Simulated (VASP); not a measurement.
Se:

```
Se
1.0
    -1.70345    1.70345    1.70345
     1.70345   -1.70345    1.70345
     1.70345    1.70345   -1.70345
Se
1
Cartesian
  0.0000 0.0000 0.0000
```

Base run:

| Quantity | Value |
| --- | --- |
| Program | VASP 6.6.1 |
| Functional | r2SCAN |
| Potentials or basis | VASP PAW PBE potentials, release 64 (Se) |
| Cutoff | 520 eV |
| k mesh | 10 × 10 × 10 |
| Occupations | gaussian, width 0.1 eV |
| Spin | no spin polarisation |

Its results: band gap on the k mesh zero (band 3 reaches 8.86 eV, above the bottom of band 4 at 2.08 eV); pressure 1.6 GPa.

Question: The run is repeated on the same cell with these changes: functional from r2SCAN to PBE; k mesh from 10 × 10 × 10 to 4 × 4 × 4. What comes out?

Answer: Band gap on the k mesh zero (band 3 reaches 8.94 eV, above the bottom of band 4 at 1.96 eV); pressure 0.7 GPa.

Several settings changed at once, so the effect can't be laid on one alone.

Caveats: some runs use coarse meshes; the PAW data sets were made with another functional, which shifts forces and pressure a little (some runs).
